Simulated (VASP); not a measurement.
Here is a VASP 6.6.1 calculation.

INCAR

```
SYSTEM = Ag2O
PREC = Accurate
ENCUT = 600
EDIFF = 1E-7
ISMEAR = 0
SIGMA = 0.1
LREAL = .False.
LASPH = .True.
NELM = 120
ALGO = Normal
ISIF = 3
LWAVE = .False.
LCHARG = .False.
GGA = PS
IBRION = 2
NSW = 70
EDIFFG = -0.005
GGA_COMPAT = .False.
NELMIN = 4
```

Contents of KPOINTS:

```
regular mesh
0
Gamma
  8 8 8
  0 0 0
```

Contents of POSCAR:

```
Ag2O
1.0
    4.8119826548      0.0000000000      0.0000000000
    0.0000000000      4.8119826548      0.0000000000
    0.0000000000      0.0000000000      4.8119826548
Ag O
4 2
Direct
    0.2500000000      0.2500000000      0.2500000000
    0.2500000000      0.7500000000      0.7500000000
    0.7500000000      0.7500000000      0.2500000000
    0.7500000000      0.2500000000      0.7500000000
    0.0000000000      0.0000000000      0.0000000000
    0.5000000000      0.5000000000      0.5000000000
```

Potentials or basis: VASP PAW PBE potentials, release 64 (Ag, O).

Launch:

```bash
$ cat potpaw_PBE.64/Ag/POTCAR potpaw_PBE.64/O/POTCAR > POTCAR
$ mpirun -np 1 vasp_std > vasp.out
```

Predict the relaxed cell.

a = 4.702 Å, b = 4.702 Å, c = 4.702 Å, α = 90.00°, β = 90.00°, γ = 90.00°.

Predict the space group after relaxing (to 0.1 Å).

Pn-3m (No. 224).

Predict the relaxed volume.

17.33 Å³/atom.

Final structure:
```
CELL_PARAMETERS angstrom
4.70221 0.00000 0.00000
0.00000 4.70221 0.00000
0.00000 0.00000 4.70221
ATOMIC_POSITIONS crystal
Ag 0.25000 0.25000 0.25000
Ag 0.25000 0.75000 0.75000
Ag 0.75000 0.75000 0.25000
Ag 0.75000 0.25000 0.75000
O 0.00000 0.00000 0.00000
O 0.50000 0.50000 0.50000
```

Caveat: the PAW data sets were made with another functional, which shifts forces and pressure a little.
